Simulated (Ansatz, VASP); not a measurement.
# CdTe in VASP and in Ansatz

```xyz
2
Lattice="0.0000 3.3003 3.3003 3.3003 0.0000 3.3003 3.3003 3.3003 0.0000" Properties=species:S:1:pos:R:3 pbc="T T T"
Cd    0.0000    0.0000    0.0000
Te    1.6502    1.6502    1.6502
```

Alike in both runs: task relaxation of the atoms; functional r2SCAN; k mesh 8 × 8 × 8; occupations fermi-dirac, width 0.02 eV; no spin polarisation.

|  | VASP | Ansatz |
| --- | --- | --- |
| version | VASP 6.6.1 | Ansatz 0.2.0 |
| potentials or method | VASP PAW PBE potentials, release 64 (Cd, Te), cutoff 520 eV | PAW plane waves |
| valence electrons in the cell | 18 | 36 |

Ansatz gave:

| Item | Value |
| --- | --- |
| gap on the k mesh at the Fermi level, each at its own relaxed structure (eV) | 1.10 |

Question: Estimate VASP's values.

Answer: gap on the k mesh at the Fermi level, each at its own relaxed structure (eV): 1.09.

VASP's potentials were made for PBE, not for r2SCAN. VASP's potentials hold 18 valence electrons a cell and Ansatz's 36, so a difference there can come from the potentials and not from the codes. Ansatz's warnings: stress scf threshold loose.

Neither program's run includes spin-orbit coupling. Noted on VASP's run: the relaxation stopped at its first step, so nothing moved.
